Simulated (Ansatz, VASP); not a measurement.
## HPt6 in VASP and in Ansatz

Contents of INCAR:

```
SYSTEM = HPt6
PREC     = Accurate       ! precision mode
ENCUT    = 520            ! plane-wave cutoff, eV
EDIFF    = 1E-6           ! SCF threshold, eV
ISMEAR   = 0              ! smearing method
SIGMA    = 0.1            ! smearing width, eV
LREAL    = .False.        ! projectors in reciprocal space
LASPH    = .True.         ! aspherical terms in the spheres
NELM     = 100            ! most SCF steps
ALGO     = Normal         ! electronic algorithm
ISIF     = 2              ! what is computed and relaxed
LWAVE    = .False.        ! write WAVECAR
LCHARG   = .False.        ! write CHGCAR
LDIPOL   = .True.       
IDIPOL   = 3            
DIPOL    = 0.5 0.5 0.307
GGA      = PE             ! functional
NBANDS   = 74             ! bands
```

File KPOINTS:

```
regular mesh
0
Gamma
  5 5 1
  0 0 0
```

File POSCAR:

```
HPt6
1.0
    5.6143281343      0.0000000000      0.0000000000
    0.0000000000      5.6143281343      0.0000000000
    0.0000000000      0.0000000000     21.8513792319
Pt H
12 2
Direct
    0.2500000000      0.2500000000      0.1830548066
    0.2500000000      0.7500000000      0.1830548066
    0.7500000000      0.2500000000      0.1830548066
    0.7500000000      0.7500000000      0.1830548066
    0.0000000000      0.0000000000      0.2712126041
    0.0000000000      0.5000000000      0.2712126041
    0.5000000000      0.0000000000      0.2712126041
    0.5000000000      0.5000000000      0.2712126041
    0.2500000000      0.2500000000      0.3593081768
    0.2500000000      0.7500000000      0.3593081768
    0.7500000000      0.2500000000      0.3593081768
    0.7500000000      0.7500000000      0.3593081768
   -0.0578876033      0.0000000000      0.5240575028
    0.0578876033      0.0000000000      0.5240575028
```

Input for Ansatz:

```yaml
crystal:
  lattice:
    - [5.6143281343, 0.0, 0.0]
    - [0.0, 5.6143281343, 0.0]
    - [0.0, 0.0, 21.8513792319]
  atoms:
    - { symbol: Pt, position: [0.25, 0.25, 0.1830548066] }
    - { symbol: Pt, position: [0.25, 0.75, 0.1830548066] }
    - { symbol: Pt, position: [0.75, 0.25, 0.1830548066] }
    - { symbol: Pt, position: [0.75, 0.75, 0.1830548066] }
    - { symbol: Pt, position: [0.0, 0.0, 0.2712126041] }
    - { symbol: Pt, position: [0.0, 0.5, 0.2712126041] }
    - { symbol: Pt, position: [0.5, 0.0, 0.2712126041] }
    - { symbol: Pt, position: [0.5, 0.5, 0.2712126041] }
    - { symbol: Pt, position: [0.25, 0.25, 0.3593081768] }
    - { symbol: Pt, position: [0.25, 0.75, 0.3593081768] }
    - { symbol: Pt, position: [0.75, 0.25, 0.3593081768] }
    - { symbol: Pt, position: [0.75, 0.75, 0.3593081768] }
    - { symbol: H, position: [-0.0578876033, 0.0, 0.5240575028] }
    - { symbol: H, position: [0.0578876033, 0.0, 0.5240575028] }
basis:
  ecutwfc: 420
kpoints:
  mp_grid: { grid: [5, 5, 1] }
hamiltonian:
  xc: pbe
  pseudopotentials: { kind: paw, azcp: { folder: soft_1 } }
scf:
  occupations: { method: gaussian, width: 0.1 }
output:
  forces: true
  eigenvalues: true
efield:
  axis: 3
  dipole_correction: true
  ramp_width: 0.04
```

Alike in both runs: task single point; functional PBE; k mesh 5 × 5 × 1; occupations gaussian, width 0.1 eV; no spin polarisation.

|  | VASP | Ansatz |
| --- | --- | --- |
| version | VASP 6.6.1 | Ansatz 0.2.0 |
| potentials or method | VASP PAW PBE potentials, release 64 (Pt, H), cutoff 520 eV | scalar-relativistic, plane waves, PAW |
| valence electrons in the cell | 122 | 218 |

Ansatz gave:

- gap on the k mesh at the Fermi level (eV): none
- rms of the force components (eV/Å): 1.060

**Question.** What did VASP give for the same quantities?

**Answer.** gap on the k mesh at the Fermi level (eV): none; rms of the force components (eV/Å): 1.067.

Atom by atom the forces differ by 0.011 eV/Å (rms over components). A gap of «none» marks a metal or a gap that the smearing closes. With one functional, cell and mesh, what is left measures potentials, basis and numerics. VASP's potentials hold 122 valence electrons a cell and Ansatz's 218, so a difference there can come from the potentials and not from the codes.

Spin-orbit coupling is off throughout.
